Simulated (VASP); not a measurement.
A run of VASP 6.6.1 is set up as follows.

Contents of INCAR:

```
SYSTEM = Zr4C
ALGO = Normal ; EDIFF = 1E-6
ENCUT = 520 ; GGA = PE
ISIF = 2 ; ISMEAR = 0
LASPH = .TRUE. ; LCHARG = .TRUE.
LELF = .TRUE. ; LREAL = .FALSE.
LVHAR = .TRUE. ; LWAVE = .FALSE.
NBANDS = 34 ; NELM = 60
PREC = Accurate ; SIGMA = 0.1
```

File KPOINTS:

```
k-points
0
G
  4 4 4
  0 0 0
```

File POSCAR:

```
Zr4C
1.0
    0.0000000000      3.9249072892      3.9249072892
    3.9249072892      0.0000000000      3.9249072892
    3.9249072892      3.9249072892      0.0000000000
Zr C
4 1
Direct
    0.3742866439      0.3742866439      0.3742866439
    0.3742866439      0.3742866439      0.8771400682
    0.3742866439      0.8771400682      0.3742866439
    0.8771400682      0.3742866439      0.3742866439
    0.0000000000      0.0000000000      0.0000000000
```

Potentials or basis: VASP PAW PBE potentials, release 64 (Zr_sv, C).

The run is started by

```sh
$ cat potpaw_PBE.64/Zr_sv/POTCAR potpaw_PBE.64/C/POTCAR > POTCAR
$ mpirun -np 1 vasp_std > vasp.out
```

Estimate the largest force.

0.006 eV/Å.

What does it give for the pressure?

0.3 GPa.

What does it give for the band gap on the k mesh?

Zero (bands 26 and 27 overlap by 1.01 eV).

Forces in eV/Å, atoms in the order of the input:
```
Zr   0.003  0.003  0.003
Zr  -0.003 -0.003  0.003
Zr  -0.003  0.003 -0.003
Zr   0.003 -0.003 -0.003
C    0.000  0.000  0.000
```
